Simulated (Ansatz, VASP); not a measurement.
## Bi: VASP beside Ansatz

```xyz
1
Lattice="3.1407 0.0000 0.0000 0.0000 3.1407 0.0000 0.0000 0.0000 3.1407" Properties=species:S:1:pos:R:3 pbc="T T T"
Bi    0.0000    0.0000    0.0000
```

Alike in both runs: task single point; functional PBE; k mesh 16 × 16 × 16; occupations fermi-dirac, width 0.1 eV; no spin polarisation.

|  | VASP | Ansatz |
| --- | --- | --- |
| version | VASP 6.6.1 | Ansatz 0.2.0 |
| potentials or method | VASP PAW PBE potentials, release 64 (Bi_d), cutoff 520 eV | plane waves (420 eV) with PAW, scalar-relativistic |
| valence electrons in the cell | 15 | 15 |

```csv
,VASP,Ansatz,Ansatz less VASP
pressure (GPa),7.8,7.9,+0.06
```

Spin-orbit coupling is off throughout.
